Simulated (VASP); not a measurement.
# Ir (Fm-3m) in VASP: single point with PBEsol

Aim: the single point of Ir with PBEsol.

Program: VASP 6.6.1. These are calculated values, not measurements. Logs are shortened: lines on timing, memory, paths and dates and some standing lists are left out, and cuts for length are marked.

## Step 1: The cell of the first run

It takes space group Fm-3m (No. 225, cubic). The conventional cell has a = 3.837 Å, b = 3.837 Å, c = 3.837 Å, α = 90.00°, β = 90.00°, γ = 90.00°. Within 3.6 Å of Ir (site symmetry m-3m) lie 12 Ir at 2.71 Å.

## Step 2: Single point, PBEsol

Input file INCAR:

```
ALGO = Normal
EDIFF = 1E-6
ENCUT = 500
GGA = PS
GGA_COMPAT = F
ISIF = 2
ISMEAR = -1
LASPH = T
LCHARG = F
LREAL = F
LWAVE = F
NBANDS = 10
NELM = 120
PREC = Accurate
SIGMA = 0.13605693000000002
```

Input file KPOINTS:

```
k-points
0
Gamma
  15 15 15
```

Input file POSCAR:

```
Ir
1.0
    0.0000000000      1.9183358700      1.9183358700
    1.9183358700      0.0000000000      1.9183358700
    1.9183358700      1.9183358700      0.0000000000
Ir
1
Direct
    0.0000000000      0.0000000000      0.0000000000
```

Potentials or basis: VASP PAW PBE potentials, release 64 (Ir).

The run is started by

```console
cat potpaw_PBE.64/Ir/POTCAR > POTCAR
mpirun -np 1 vasp_std > vasp.out
```

OUTCAR:

```text
EDIFF = 1E-6
   ENCUT = 500
   GGA = PS
   ISIF = 2
   ISMEAR = -1
   LASPH = T
   LREAL = F
   NELM = 120
   PREC = Accurate

 ion  position               nearest neighbor table
   1  0.000  0.000  0.000-

  LATTYP: Found a face centered cubic cell.
 ALAT       =     3.8366717400

  Lattice vectors:

 A1 = (   0.0000000000,   1.9183358700,   1.9183358700)
 A2 = (   1.9183358700,   0.0000000000,   1.9183358700)
 A3 = (   1.9183358700,   1.9183358700,   0.0000000000)

Analysis of symmetry for initial positions (statically):
=====================================================================
 Subroutine PRICEL returns:
 Original cell was already a primitive cell.

 Routine SETGRP: Setting up the symmetry group for a
 face centered cubic supercell.

 Subroutine GETGRP returns: Found 48 space group operations
 (whereof 48 operations were pure point group operations)
 out of a pool of 48 trial point group operations.

The static configuration has the point symmetry O_h .

Analysis of symmetry for dynamics (positions and initial velocities):
=====================================================================
 Subroutine PRICEL returns:
 Original cell was already a primitive cell.

 Routine SETGRP: Setting up the symmetry group for a
 face centered cubic supercell.

 Subroutine GETGRP returns: Found 48 space group operations
 (whereof 48 operations were pure point group operations)
 out of a pool of 48 trial point group operations.

The dynamic configuration has the point symmetry O_h .

 Subroutine INISYM returns: Found 48 space group operations
 (whereof 48 operations are pure point group operations),
 and found     1 'primitive' translations

----------------------------------------------------------------------------------------

                                     Primitive cell

  volume of cell :      14.1190

  direct lattice vectors                    reciprocal lattice vectors
     0.000000000  1.918335870  1.918335870    -0.260642575  0.260642575  0.260642575
     1.918335870  0.000000000  1.918335870     0.260642575 -0.260642575  0.260642575
     1.918335870  1.918335870  0.000000000     0.260642575  0.260642575 -0.260642575

  length of vectors
     2.712936605  2.712936605  2.712936605     0.451446182  0.451446182  0.451446182

  position of ions in fractional coordinates (direct lattice)
[... 73 lines left out ...]
   LSORBIT =      F    spin-orbit coupling
   LASPH  =      T    aspherical Exc in radial PAW
   ENCUT  =  500.0 eV  36.75 Ry    6.06 a.u.   4.95  4.95  4.95*2*pi/ulx,y,z
   NELM   =    120;   NELMIN=  2; NELMDL= -5     # of ELM steps
   EDIFF  = 0.1E-05   stopping-criterion for ELM
   LREAL  =      F    real-space projection
   EDIFFG = 0.1E-04   stopping-criterion for IOM
   NSW    =      0    number of steps for IOM
   IBRION =     -1    ionic relax: 0-MD 1-quasi-New 2-CG
   NFREE  =      0    steps in history (QN), initial steepest desc. (CG)
   ISIF   =      2    stress and relaxation
   ISYM   =      2    0-nonsym 1-usesym 2-fastsym
   POTIM  = 0.5000    time-step for ionic-motion
   TEBEG  =    0.0;   TEEND  =   0.0 temperature during run
   PSTRESS=    0.0 pullay stress
   NELECT =       9.0000    total number of electrons
   NUPDOWN=      -1.0000    fix difference up-down
   EMIN   =  10.00;   EMAX   =-10.00  energy-range for DOS
   EFERMI =   0.00;   METHOD = LEGACY
   ISMEAR =    -1;   SIGMA  =   0.14  broadening in eV -4-tet -1-fermi 0-gaus
   EFERMI_NEDOS =   21; number of points for ismear=-14 and -15
   IALGO  =     38    algorithm
   IMIX   =      4    mixing-type and parameters
     AMIX     =   0.40;   BMIX     =  1.00
     AMIX_MAG =   1.60;   BMIX_MAG =  1.00
  volume/ion in A,a.u.               =      14.12        95.28
  Fermi-wavevector in a.u.,A,eV,Ry     =   1.408924  2.662481 27.008489  1.985068
  Thomas-Fermi vector in A             =   2.531033
   LORBIT       =      0    0 simple, 1 ext, 2 COOP (PROOUT), +10 PAW based schemes
   GGA     = PS    functional components
   LHFCALC =     F    Hartree Fock is set to
   AEXX    =    0.0000 exact exchange contribution
   IVDW    =     0    specifies the selected vdW correction
   LEPSILON=     F    determine dielectric tensor
   LRPA    =     F    only Hartree local field effects (RPA)
 non-spin polarized calculation
  energy-cutoff  :      500.00
  volume of cell :       14.12
 maximum number of plane-waves:       369
   NGX =  9   NGY =  9   NGZ =  9

 number of electron       9.0000000 magnetization

 Free energy of the ion-electron system (eV)
  ---------------------------------------------------
  ext. energy  EPLUGINS =         0.00000000
  ---------------------------------------------------
  free energy    TOTEN  =        -9.85191535 eV

  energy without entropy =       -9.79968555  energy(sigma->0) =       -9.82580045

 E-fermi :  10.2712     XC(G=0): -14.1136

 val. band max:       10.2490002380   @ k =   0.3333   0.0667   0.0000
 cond. band min:      10.2923572676   @ k =  -0.3333   0.3333   0.0000
 fundamental gap:      0.0433570295
 Fermi energy:        10.2711966062

 k-point     1 :       0.0000    0.0000    0.0000
  band No.  band energies     occupation
      1      -0.9313      2.00000
      2       6.3660      2.00000
      3       6.3660      2.00000
      4       6.3660      2.00000
      5       9.0889      1.99966
      6       9.0889      1.99966
      7      24.5971      0.00000
      8      30.1803      0.00000
      9      30.1803      0.00000
     10      30.1803      0.00000
[... 287 lines left out ...]
 k-point    24 :       0.2000    0.1333    0.0000
  band No.  band energies     occupation
      1       0.7241      2.00000
      2       5.3086      2.00000
      3       7.1541      2.00000
      4       7.2515      2.00000
      5       8.0591      2.00000
      6       9.5583      1.98945
      7      27.3021      0.00000
      8      27.3654      0.00000
      9      30.4631      0.00000
     10      30.9942      0.00000

 [... further k-points ...]
[... 5 lines left out ...]
  --------------------------------------------------------------------------------------
  -------------------------------------------------------------------------------------
  Total       -0.0559833     -0.0559833     -0.0559833      0.0000000      0.0000000      0.0000000
  in kB       -6.3527996     -6.3527996     -6.3527996      0.0000000      0.0000000      0.0000000
  external PRESSURE =      -6.3527996 kB  Pullay stress =       0.0000000 kB

 VOLUME and BASIS-vectors are now :
 -----------------------------------------------------------------------------
  energy-cutoff  :      500.00
  volume of cell :       14.12
      direct lattice vectors                 reciprocal lattice vectors
     0.000000000  1.918335870  1.918335870    -0.260642575  0.260642575  0.260642575
     1.918335870  0.000000000  1.918335870     0.260642575 -0.260642575  0.260642575
     1.918335870  1.918335870  0.000000000     0.260642575  0.260642575 -0.260642575

 POSITION                                       TOTAL-FORCE (eV/Angst)
 -----------------------------------------------------------------------------------
      0.00000      0.00000      0.00000         0.000000      0.000000      0.000000
 -----------------------------------------------------------------------------------
    total drift:                                0.000000      0.000000      0.000000

  FREE ENERGIE OF THE ION-ELECTRON SYSTEM (eV)
  ---------------------------------------------------
  free  energy   TOTEN  =        -9.8519153527 eV

  energy  without entropy=       -9.7996855498  energy(sigma->0) =       -9.82580045
```

OSZICAR:

```text
N       E                     dE             d eps       ncg     rms          rms(c)
DAV:   1     0.470378515103E+02    0.47038E+02   -0.43246E+03  2432   0.794E+02
DAV:   2    -0.953696404554E+01   -0.56575E+02   -0.53698E+02  2488   0.196E+02
DAV:   3    -0.104753217627E+02   -0.93836E+00   -0.93323E+00  2820   0.302E+01
DAV:   4    -0.104839581560E+02   -0.86364E-02   -0.86350E-02  2732   0.270E+00
DAV:   5    -0.104841303415E+02   -0.17219E-03   -0.17218E-03  2782   0.365E-01    0.159E+01
DAV:   6    -0.995477131216E+01    0.52936E+00   -0.93619E-01  2694   0.117E+01    0.628E+00
DAV:   7    -0.985905145025E+01    0.95720E-01   -0.28428E-01  2806   0.589E+00    0.147E+00
DAV:   8    -0.985681838981E+01    0.22331E-02   -0.20047E-03  2588   0.446E-01    0.120E+00
DAV:   9    -0.985192346693E+01    0.48949E-02   -0.25063E-03  2634   0.722E-01    0.311E-02
DAV:  10    -0.985191370127E+01    0.97657E-05   -0.15343E-05  3452   0.419E-02    0.184E-02
DAV:  11    -0.985191531772E+01   -0.16165E-05   -0.12213E-06  2278   0.704E-03    0.207E-03
DAV:  12    -0.985191535269E+01   -0.34973E-07   -0.29451E-08  1286   0.190E-03
   1 F= -.98519154E+01 E0= -.98258005E+01  d E =-.522298E-01
```

Wall time 5.9 s (1 thread of Intel Xeon 6975P-C (Granite Rapids), shared host); peak memory 0.14 GiB.

Results:

```yaml
Free_energy: -9.8519 eV
Pressure: -0.6 GPa
```

Caveat: the PAW data sets were made with another functional, which shifts forces and pressure a little; spin-orbit coupling is left out, which moves the levels of the heavy elements.
